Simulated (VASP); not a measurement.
The system is ZnGa2O4.

```
CELL_PARAMETERS angstrom
0.00000 4.17469 4.17469
4.17469 0.00000 4.17469
4.17469 4.17469 0.00000
ATOMIC_POSITIONS crystal
Zn 0.50000 0.50000 0.50000
Zn 0.75000 0.75000 0.75000
Ga 0.12500 0.12500 0.62500
Ga 0.12500 0.62500 0.12500
Ga 0.62500 0.12500 0.12500
Ga 0.12500 0.12500 0.12500
O 0.88639 0.34083 0.88639
O 0.36361 0.36361 0.90917
O 0.36361 0.36361 0.36361
O 0.90917 0.36361 0.36361
O 0.88639 0.88639 0.88639
O 0.34083 0.88639 0.88639
O 0.36361 0.90917 0.36361
O 0.88639 0.88639 0.34083
```

Base run:

| Item | Value |
| --- | --- |
| Program | VASP 6.6.1 |
| Functional | PBE |
| Potentials or basis | VASP PAW PBE potentials, release 64 (Zn, Ga_d, O) |
| Cutoff | 520 eV |
| k mesh | 6 × 6 × 6 |
| Occupations | gaussian, width 0.03 eV |
| Spin | no spin polarisation |

Its results: band gap on the k mesh 2.58 eV (least direct gap 2.75 eV); pressure 7.6 GPa; largest force 0.101 eV/Å.

The run is repeated on the same cell with these changes: functional from PBE to LDA; potentials or basis from VASP PAW PBE potentials, release 64 (Zn, Ga_d, O) to VASP PAW LDA potentials, release 64 (Zn, Ga_d, O). What comes out?

Band gap on the k mesh 2.52 eV (least direct gap 2.71 eV); pressure -5.6 GPa; largest force 0.031 eV/Å.

Caveats: the cell stands under pressure (at least some runs); the cell stands under tension (at least some runs).
